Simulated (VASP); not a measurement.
# MnGe7As8 (a cell with a defect) in VASP: single point with PBEsol+U

Aim: the single point of MnGe7As8 (a cell with a defect) with PBEsol+U.

All numbers are computed with VASP 6.6.1; they aren't measurements. Logs are shortened: lines on timing, memory, paths and dates and some standing lists are left out, and cuts for length are marked.

**1. The cell of the first run**

The cell holds a defect, 16 atoms: a = 7.850 Å, b = 7.850 Å, c = 7.850 Å, α = 123.51°, β = 123.51°, γ = 84.03°.

**2. Single point, PBEsol+U, collinear spin, ferromagnetic start**

Input file INCAR:

```
SYSTEM = MnGe7As8
PREC = Accurate
ENCUT = 520
EDIFF = 1E-6
ISMEAR = 0
SIGMA = 0.01
LREAL = Auto
LASPH = .True.
NELM = 150
ALGO = Normal
ISIF = 2
LWAVE = .False.
LCHARG = .False.
ISPIN = 2
MAGMOM = 0 0 0 0 0 0 0 0 7 0 0 0 0 0 0 0
LORBIT = 11
NUPDOWN = 7.0
LMAXMIX = 4
LDAU = .True.
LDAUTYPE = 2
LDAUL = -1 2 -1
LDAUU = 0 3.4 0
LDAUJ = 0 0 0
LDAUPRINT = 1
GGA = PS
NBANDS = 94
```

Input file KPOINTS:

```
Automatic mesh
0
Gamma
  2 2 2
  0 0 0
```

Input file POSCAR:

```
MnGe7As8
1.0
   -3.7150000000      3.7150000000      5.8320000000
    3.7150000000     -3.7150000000      5.8320000000
    3.7150000000      3.7150000000     -5.8320000000
As Mn Ge
8 1 7
Direct
    0.2070000000      0.2070000000      0.0000000000
    0.2070000000      0.2070000000      0.5000000000
    0.2070000000      0.7070000000      0.0000000000
    0.2070000000      0.7070000000      0.5000000000
    0.7070000000      0.2070000000      0.0000000000
    0.7070000000      0.2070000000      0.5000000000
    0.7070000000      0.7070000000      0.0000000000
    0.7070000000      0.7070000000      0.5000000000
    0.0000000000      0.0000000000      0.0000000000
    0.0000000000      0.0000000000      0.5000000000
    0.0000000000      0.5000000000      0.0000000000
    0.0000000000      0.5000000000      0.5000000000
    0.5000000000      0.0000000000      0.0000000000
    0.5000000000      0.0000000000      0.5000000000
    0.5000000000      0.5000000000      0.0000000000
    0.5000000000      0.5000000000      0.5000000000
```

Potentials or basis: VASP PAW PBE potentials, release 64 (As, Mn_pv, Ge_d).

Command:

```sh
$ cat potpaw_PBE.64/As/POTCAR potpaw_PBE.64/Mn_pv/POTCAR potpaw_PBE.64/Ge_d/POTCAR > POTCAR
$ mpirun -np 1 vasp_std > vasp.out
```

OUTCAR:

```text
SYSTEM = MnGe7As8
   PREC = Accurate
   ENCUT = 520
   EDIFF = 1E-6
   ISMEAR = 0
   LREAL = Auto
   LASPH = .True.
   NELM = 150
   ISIF = 2
   ISPIN = 2
   LORBIT = 11
   NUPDOWN = 7.0
   GGA = PS

 ion  position               nearest neighbor table
   1  0.207  0.207  0.000-   9 2.41  11 2.67  13 2.67  16 2.67  10 2.67
   2  0.207  0.207  0.500-  10 2.41  12 2.67  14 2.67  15 2.67   9 2.67
   3  0.207  0.707  0.000-  11 2.41   9 2.67  14 2.67  15 2.67  12 2.67
   4  0.207  0.707  0.500-  12 2.41  10 2.67  13 2.67  16 2.67  11 2.67
   5  0.707  0.207  0.000-  13 2.41  12 2.67   9 2.67  15 2.67  14 2.67
   6  0.707  0.207  0.500-  14 2.41  11 2.67  10 2.67  16 2.67  13 2.67
[... 8 lines left out ...]
  15  0.500  0.500  0.000-   7 2.41   5 2.67   3 2.67   8 2.67   2 2.67
  16  0.500  0.500  0.500-   8 2.41   6 2.67   7 2.67   4 2.67   1 2.67

  LATTYP: Found a body centered tetragonal cell.
 ALAT       =     7.4300000000
 C/A-ratio  =     1.5698519515

  Lattice vectors:

 A1 = (  -3.7150000000,   3.7150000000,   5.8320000000)
 A2 = (   3.7150000000,  -3.7150000000,   5.8320000000)
 A3 = (   3.7150000000,   3.7150000000,  -5.8320000000)

Analysis of symmetry for initial positions (statically):
=====================================================================
 Subroutine PRICEL returns:
 Original cell was already a primitive cell.

 Routine SETGRP: Setting up the symmetry group for a
 body centered tetragonal supercell.

 Subroutine GETGRP returns: Found  8 space group operations
 (whereof  8 operations were pure point group operations)
 out of a pool of 16 trial point group operations.

The static configuration has the point symmetry C_4v.

Analysis of symmetry for dynamics (positions and initial velocities):
=====================================================================
 Subroutine PRICEL returns:
 Original cell was already a primitive cell.

 Routine SETGRP: Setting up the symmetry group for a
 body centered tetragonal supercell.

 Subroutine GETGRP returns: Found  8 space group operations
 (whereof  8 operations were pure point group operations)
 out of a pool of 16 trial point group operations.

The dynamic configuration has the point symmetry C_4v.

Analysis of structural, dynamic, and magnetic symmetry:
=====================================================================
 Subroutine PRICEL returns:
 Original cell was already a primitive cell.

 Routine SETGRP: Setting up the symmetry group for a
 body centered tetragonal supercell.

 Subroutine GETGRP returns: Found  8 space group operations
 (whereof  8 operations were pure point group operations)
 out of a pool of 16 trial point group operations.

The overall configuration has the point symmetry C_4v.

 Subroutine INISYM returns: Found  8 space group operations
 (whereof  8 operations are pure point group operations),
 and found     1 'primitive' translations

----------------------------------------------------------------------------------------

                                     Primitive cell

  volume of cell :     321.9550

  direct lattice vectors                    reciprocal lattice vectors
    -3.715000000  3.715000000  5.832000000     0.000000000  0.134589502  0.085733882
     3.715000000 -3.715000000  5.832000000     0.134589502  0.000000000  0.085733882
     3.715000000  3.715000000 -5.832000000     0.134589502  0.134589502  0.000000000

  length of vectors
     7.849501513  7.849501513  7.849501513     0.159576416  0.159576416  0.190338299

  position of ions in fractional coordinates (direct lattice)
     0.207000000  0.207000000  0.000000000
     0.207000000  0.207000000  0.500000000
     0.207000000  0.707000000  0.000000000
     0.207000000  0.707000000  0.500000000
     0.707000000  0.207000000  0.000000000
     0.707000000  0.207000000  0.500000000
[... 8 lines left out ...]
     0.500000000  0.500000000  0.000000000
     0.500000000  0.500000000  0.500000000

[... 101 lines left out ...]
   IVDW    =     0    specifies the selected vdW correction
   LEPSILON=     F    determine dielectric tensor
   LRPA    =     F    only Hartree local field effects (RPA)
 spin polarized calculation
 Gauss-broadening in eV      SIGMA  =   0.01
  energy-cutoff  :      520.00
  volume of cell :      321.95
 maximum number of plane-waves:      8697
 NGX is ok and might be reduce to    60
   NGX = 29   NGY = 29   NGZ = 29

atom =   9  type =  2  l = 2

 onsite density matrix

spin component  1

  0.8865  0.0000  0.0000  0.0000  0.0000
  0.0000  0.9189 -0.0000  0.0000  0.0000
  0.0000 -0.0000  0.9065 -0.0000 -0.0000
  0.0000  0.0000 -0.0000  0.9189  0.0000
  0.0000  0.0000 -0.0000  0.0000  0.9232

spin component  2

  0.1653  0.0000  0.0000 -0.0000  0.0000
  0.0000  0.0242  0.0000  0.0000  0.0000
  0.0000  0.0000  0.1378  0.0000 -0.0000
 -0.0000  0.0000  0.0000  0.0242 -0.0000
  0.0000  0.0000 -0.0000 -0.0000  0.0240

 occupancies and eigenvectors

  o =  0.0240  v =  0.0000  0.0000  0.0000  0.0000  0.0000  0.0000 -0.0000  0.0000  0.0000  1.0000      0.0000  0.0000  0.0000  0.0000  0.0000  0.0000  0.0000  0.0000  0.0000  0.0000
  o =  0.0242  v =  0.0000  0.0000  0.0000  0.0000  0.0000  0.0000  0.1496 -0.0000  0.9888  0.0000      0.0000  0.0000  0.0000  0.0000  0.0000  0.0000  0.0000  0.0000  0.0000  0.0000
  o =  0.0242  v =  0.0000  0.0000  0.0000  0.0000  0.0000  0.0000  0.9888 -0.0000 -0.1496  0.0000      0.0000  0.0000  0.0000  0.0000  0.0000  0.0000  0.0000  0.0000  0.0000  0.0000
  o =  0.1378  v =  0.0000  0.0000  0.0000  0.0000  0.0000  0.0000 -0.0000 -1.0000  0.0000  0.0000      0.0000  0.0000  0.0000  0.0000  0.0000  0.0000  0.0000  0.0000  0.0000  0.0000
  o =  0.1653  v =  0.0000  0.0000  0.0000  0.0000  0.0000  1.0000  0.0000  0.0000  0.0000  0.0000      0.0000  0.0000  0.0000  0.0000  0.0000  0.0000  0.0000  0.0000  0.0000  0.0000
  o =  0.8865  v =  1.0000  0.0000  0.0000  0.0000  0.0000  0.0000  0.0000  0.0000  0.0000  0.0000      0.0000  0.0000  0.0000  0.0000  0.0000  0.0000  0.0000  0.0000  0.0000  0.0000
  o =  0.9065  v =  0.0000  0.0000  1.0000  0.0000 -0.0000  0.0000  0.0000  0.0000  0.0000  0.0000      0.0000  0.0000  0.0000  0.0000  0.0000  0.0000  0.0000  0.0000  0.0000  0.0000
  o =  0.9189  v =  0.0000  0.5867 -0.0000 -0.8098 -0.0000  0.0000  0.0000  0.0000  0.0000  0.0000      0.0000  0.0000  0.0000  0.0000  0.0000  0.0000  0.0000  0.0000  0.0000  0.0000
  o =  0.9189  v =  0.0000  0.8098 -0.0000  0.5867 -0.0000  0.0000  0.0000  0.0000  0.0000  0.0000      0.0000  0.0000  0.0000  0.0000  0.0000  0.0000  0.0000  0.0000  0.0000  0.0000
  o =  0.9232  v =  0.0000 -0.0000 -0.0000 -0.0000 -1.0000  0.0000  0.0000  0.0000  0.0000  0.0000      0.0000  0.0000  0.0000  0.0000  0.0000  0.0000  0.0000  0.0000  0.0000  0.0000

 number of electron     150.9999995 magnetization       7.0000003

 Free energy of the ion-electron system (eV)
  ---------------------------------------------------
  ext. energy  EPLUGINS =         0.00000000
  ---------------------------------------------------
  free energy    TOTEN  =       -81.10571455 eV

  energy without entropy =      -81.10430408  energy(sigma->0) =      -81.10500932

 E-fermi :   5.2972     XC(G=0): -10.6471

 val. band max:        5.5650440692   @ k =   0.5000   0.0000   0.0000
 cond. band min:       5.3509611133   @ k =   0.5000   0.0000   0.0000
 fundamental gap:     -0.2140829559
 Fermi energy:         5.5650440692

 spin component 1

 k-point     1 :       0.0000    0.0000    0.0000
  band No.  band energies     occupation
      1     -45.0207      1.00000
      2     -44.9614      1.00000
      3     -44.9614      1.00000
      4     -19.0764      1.00000
      5     -19.0726      1.00000
      6     -19.0594      1.00000
[... 349 lines left out ...]
     86       8.4153      0.00000
     87       8.4153      0.00000
 Fermi energy:         5.2972270087

 spin component 2

 k-point     1 :       0.0000    0.0000    0.0000
  band No.  band energies     occupation
      1     -40.5245      1.00000
      2     -40.5142      1.00000
      3     -40.5142      1.00000
      4     -19.0627      1.00000
      5     -19.0582      1.00000
      6     -19.0425      1.00000
[... 349 lines left out ...]
     86       8.6460      0.00000
     87       8.6460      0.00000
 [bands above 87 left out]

------------------------ aborting loop because EDIFF is reached ----------------------------------------

  FORCE on cell =-STRESS in cart. coord.  units (eV):
  Direction    XX          YY          ZZ          XY          YZ          ZX
  --------------------------------------------------------------------------------------
  -------------------------------------------------------------------------------------
  Total       -3.8644730     -3.8644730     13.2516602      0.0000000      0.0000000      0.0000000
  in kB      -19.2311704    -19.2311704     65.9455856      0.0000000      0.0000000      0.0000000
  external PRESSURE =       9.1610816 kB  Pullay stress =       0.0000000 kB

 VOLUME and BASIS-vectors are now :
 -----------------------------------------------------------------------------
  energy-cutoff  :      520.00
  volume of cell :      321.95
      direct lattice vectors                 reciprocal lattice vectors
    -3.715000000  3.715000000  5.832000000     0.000000000  0.134589502  0.085733882
     3.715000000 -3.715000000  5.832000000     0.134589502  0.000000000  0.085733882
     3.715000000  3.715000000 -5.832000000     0.134589502  0.134589502  0.000000000

 POSITION                                       TOTAL-FORCE (eV/Angst)
 -----------------------------------------------------------------------------------
      0.00000      0.00000      2.41445         0.000000     -0.000000      1.019411
      1.85750      1.85750     -0.50155         0.008872      0.008872      0.637754
      1.85750     -1.85750      5.33045        -0.008872      0.008872      0.637754
      3.71500      0.00000      2.41445        -0.000000      0.000000      0.693412
     -1.85750      1.85750      5.33045         0.008872     -0.008872      0.637754
      0.00000      3.71500      2.41445         0.000000     -0.000000      0.693412
[... 8 lines left out ...]
      0.00000      0.00000      5.83200         0.000000     -0.000000     -1.116686
      1.85750      1.85750      2.91600        -0.179505     -0.179505     -0.454149
 -----------------------------------------------------------------------------------
    total drift:                               -0.000005     -0.000005     -0.016346

  FREE ENERGIE OF THE ION-ELECTRON SYSTEM (eV)
  ---------------------------------------------------
  free  energy   TOTEN  =       -81.1057145529 eV

  energy  without entropy=      -81.1043040789  energy(sigma->0) =      -81.10500932

 total charge

# of ion       s       p       d       tot
------------------------------------------
    1        1.254   1.478   0.040   2.772
    2        1.253   1.470   0.044   2.767
    3        1.253   1.470   0.044   2.767
    4        1.257   1.443   0.049   2.749
    5        1.253   1.470   0.044   2.767
    6        1.257   1.443   0.049   2.749
[... 8 lines left out ...]
   15        1.204   1.013  10.045  12.261
   16        1.196   1.032  10.041  12.270
--------------------------------------------------
tot         18.751  25.096  75.561 119.408

 magnetization (x)

# of ion       s       p       d       tot
------------------------------------------
    1        0.014   0.070   0.007   0.090
    2        0.004   0.041   0.005   0.050
    3        0.004   0.041   0.005   0.050
    4        0.023   0.125   0.006   0.153
    5        0.004   0.041   0.005   0.050
    6        0.023   0.125   0.006   0.153
[... 8 lines left out ...]
   15        0.011   0.043   0.006   0.060
   16        0.035   0.056   0.012   0.103
--------------------------------------------------
tot          0.308   0.991   4.284   5.583
```

Wall time 12 min (1 thread of Intel Xeon Platinum 8488C (Sapphire Rapids), shared host); peak memory 0.73 GiB.

Results:

```yaml
Free_energy: -81.1057 eV
Pressure: 0.9 GPa
Largest_force: 1.153 eV/Å
Net_moment: 7.00 μB per cell
Site_moments: As +0.09, +0.05, +0.15, +0.17 (each value once); Mn +4.28; Ge +0.10, +0.04, +0.06 (each value once) μB
Valence_electrons_inside_the_program's_atomic_spheres: As 2.77, 2.75 (each value once); Mn 11.42; Ge 12.27, 12.28, 12.26 (each value once)
```

Forces on the atoms (eV/Å):
```
As   0.000  0.000  1.019
As   0.009  0.009  0.638
As  -0.009  0.009  0.638
As   0.000  0.000  0.693
As   0.009 -0.009  0.638
As   0.000  0.000  0.693
As   0.000  0.000  0.921
As  -0.009 -0.009  0.638
Mn   0.000  0.000 -1.153
Ge   0.180  0.180 -0.454
Ge  -0.180  0.180 -0.454
Ge   0.000  0.000 -0.896
Ge   0.180 -0.180 -0.454
Ge   0.000  0.000 -0.896
Ge   0.000  0.000 -1.117
Ge  -0.180 -0.180 -0.454
```

Stress tensor (GPa, compression positive):
```
-1.92  0.00  0.00
 0.00 -1.92  0.00
 0.00  0.00  6.59
```

Eigenvalues of the final occupation matrices:
| site | spin | trace | eigenvalues |
| --- | --- | --- | --- |
| site 9 d | 1 | 4.55 | 0.89 0.91 0.92 0.92 0.92 |
| site 9 d | 2 | 0.38 | 0.02 0.02 0.02 0.14 0.17 |

Caveat: the k points lie up to 0.50 Å⁻¹ apart; the PAW data sets were made with another functional, which shifts forces and pressure a little; the total moment is fixed, so each spin has its own Fermi level and the state may be an excited one; the U is typed as a test and isn't derived for this compound. The state reached can hang on the start; a lower one may exist.
